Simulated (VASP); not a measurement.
Wanted: the native input for a VASP 6.6.1 run.

* Task: single point
* Functional: b88 exchange, pbe correlation
* Potentials or basis: VASP PAW PBE potentials, release 64 (W_sv)
* Cutoff: 500 eV
* k mesh: 12 × 12 × 12
* Occupations: methfessel-paxton, width 0.01 eV
* Spin: no spin polarisation
* Dipole correction: no
* Further INCAR settings: ALGO = Normal; EDIFF = 1e-06; NBANDS = 13

The structure of W lies in POSCAR:

```
W
1.0
   -1.5823450000      1.5823450000      1.5823450000
    1.5823450000     -1.5823450000      1.5823450000
    1.5823450000      1.5823450000     -1.5823450000
W
1
Direct
    0.0000000000      0.0000000000      0.0000000000
```

The input as run:

INCAR

```
SYSTEM = W
PREC = Accurate ; ENCUT = 500
EDIFF = 1E-6 ; ISMEAR = 1
SIGMA = 0.01 ; LREAL = .False.
LASPH = .True. ; NELM = 120
ALGO = Normal ; ISIF = 2
LWAVE = .False. ; LCHARG = .False.
GGA = LIBXC ; LIBXC1 = GGA_X_B88
LIBXC2 = GGA_C_PBE ; NBANDS = 13
GGA_COMPAT = .False.
```

KPOINTS

```
regular mesh
0
Gamma
  12 12 12
  0 0 0
```

Potentials or basis: VASP PAW PBE potentials, release 64 (W_sv).

Launch:

```bash
$ cat potpaw_PBE.64/W_sv/POTCAR > POTCAR
$ mpirun -np 1 vasp_std > vasp.out
```

It gave:

```
Pressure               : 6.1 GPa
Band gap on the k mesh : zero (bands 7 and 8 overlap by 6.39 eV)
```

Caveat: the cell stands under pressure; the PAW data sets were made with another functional, which shifts forces and pressure a little; spin-orbit coupling is left out, which moves the levels of the heavy elements.

It took 7.9 s on 1 thread of Intel(R) Xeon(R) Platinum 8488C (Sapphire Rapids) (shared host), peak memory 0.13 GiB.
